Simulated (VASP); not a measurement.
Set up this calculation in VASP 6.6.1, as the native input.

```yaml
Task: single point
Functional: PBE
Potentials_or_basis: VASP PAW PBE potentials, release 64 (Re, C)
Cutoff: 520 eV
k_mesh: 10 × 10 × 10
Occupations: gaussian, width 0.1 eV
Spin: no spin polarisation
Dipole_correction: no
Further_INCAR_settings: ALGO = Fast; EDIFF = 1e-06; NBANDS = 24
```

The structure of ReC6 lies in POSCAR:

```
ReC6
1.0
    0.0000000000      3.0657012951      3.0657012951
    3.0657012951      0.0000000000      3.0657012951
    3.0657012951      3.0657012951      0.0000000000
Re C
1 6
Direct
    0.0000000000      0.0000000000      0.0000000000
    0.5000000000      0.5000000000      0.0000000000
    0.5000000000      0.0000000000      0.5000000000
    0.0000000000      0.0000000000      0.5000000000
    0.0000000000      0.5000000000      0.0000000000
    0.0000000000      0.5000000000      0.5000000000
    0.5000000000      0.0000000000      0.0000000000
```

One way to write it, as run:

INCAR

```
PREC     = Accurate       # precision mode
ENCUT    = 520            # plane-wave cutoff, eV
EDIFF    = 1E-6           # SCF threshold, eV
ISMEAR   = 0              # smearing method
SIGMA    = 0.1            # smearing width, eV
LREAL    = F              # projectors in reciprocal space
LASPH    = T              # aspherical terms in the spheres
NELM     = 100            # most SCF steps
ALGO     = Fast           # electronic algorithm
ISIF     = 2              # what is computed and relaxed
LWAVE    = F              # write WAVECAR
LCHARG   = F              # write CHGCAR
GGA      = PE             # functional
NBANDS   = 24             # bands
```

KPOINTS

```
Automatic mesh
0
Gamma
  10 10 10
```

Potentials or basis: VASP PAW PBE potentials, release 64 (Re, C).

The run is started by

```console
$ cat potpaw_PBE.64/Re/POTCAR potpaw_PBE.64/C/POTCAR > POTCAR
$ mpirun -np 1 vasp_std > vasp.out
```

Results of the run:

* Pressure: 2.7 GPa
* Band gap on the k mesh: zero (an odd number of electrons rules out a gap without spin polarisation)

Caveat: spin-orbit coupling is left out, which moves the levels of the heavy elements.

It took 65 s on 1 thread of Intel(R) Xeon(R) 6975P-C (Granite Rapids), on a shared host, peak memory 0.21 GiB.
